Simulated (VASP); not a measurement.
ZrO2, 6 atoms in the cell. The typed cell holds 6 atoms: a = 3.322 Å, b = 3.322 Å, c = 4.698 Å, α = 90.00°, β = 90.00°, γ = 90.00°. 

| Item | Value |
| --- | --- |
| Program | VASP 6.6.1 |
| Task | relaxation of cell and atoms |
| Functional | PBEsol |
| Potentials or basis | VASP PAW PBE potentials, release 64 (Zr_sv, O) |
| Cutoff | 600 eV |
| k mesh | 8 × 8 × 6 |
| Occupations | gaussian, width 0.02 eV |
| Spin | no spin polarisation |
| Target pressure | 90 GPa |
| Dipole correction | no |
| Further INCAR settings | ALGO = Normal; EDIFF = 1e-07; IBRION = 2; EDIFFG = -0.008; NSW = 70; ISIF = 3 |

Potentials or basis: VASP PAW PBE potentials, release 64 (Zr_sv, O).

Launch:

```sh
$ cat potpaw_PBE.64/Zr_sv/POTCAR potpaw_PBE.64/O/POTCAR > POTCAR
$ mpirun -np 1 vasp_std > vasp.out
```

Hardware: 1 thread of Intel(R) Xeon(R) 6975P-C (Granite Rapids), on a shared host.

Problem. Estimate the wall time of this run.

Solution. Run time: 4 min on 1 thread of Intel(R) Xeon(R) 6975P-C (Granite Rapids), on a shared host, peak memory 0.24 GiB. Counts: scf iterations 35, k points 60, ion steps 3.
